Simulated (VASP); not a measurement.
Set up this calculation in VASP 6.6.1, as the native input.

```
Task                   : electric field gradients
Functional             : PBE
Potentials or basis    : VASP PAW PBE potentials, release 64 (Al, As)
Cutoff                 : 400 eV
k mesh                 : 10 × 10 × 10
Occupations            : fermi-dirac, width 0.05 eV
Spin                   : no spin polarisation
Dipole correction      : no
Further INCAR settings : ALGO = Normal; EDIFF = 1e-08; NBANDS = 11
```

The structure of AlAs lies in POSCAR:

```
AlAs
1.0
    0.0000000000      2.8859121326      2.8859121326
    2.8859121326      0.0000000000      2.8859121326
    2.8859121326      2.8859121326      0.0000000000
Al As
1 1
Direct
    0.0000000000      0.0000000000      0.0000000000
    0.7500000000      0.7500000000      0.7500000000
```

The input as run:

INCAR

```
ALGO = Normal
EDIFF = 1E-8
ENCUT = 400
GGA = PE
GGA_COMPAT = F
ISIF = 2
ISMEAR = -1
LASPH = T
LCHARG = F
LEFG = T
LREAL = F
LWAVE = F
NBANDS = 11
NELM = 120
PREC = Accurate
SIGMA = 0.05
```

KPOINTS

```
k-points
0
Gamma
  10 10 10
```

Potentials or basis: VASP PAW PBE potentials, release 64 (Al, As).

The run is started by

```bash
$ cat potpaw_PBE.64/Al/POTCAR potpaw_PBE.64/As/POTCAR > POTCAR
$ mpirun -np 1 vasp_std > vasp.out
```

Results of the run:

* Pressure: -1.3 GPa
* Band gap on the k mesh: 1.53 eV (least direct gap 1.61 eV)
* Largest electric field gradient by atom: zero within the noise of the run

Wall time 10 s on 1 thread of Intel(R) Xeon(R) 6975P-C (Granite Rapids) (shared host), peak memory 0.16 GiB.
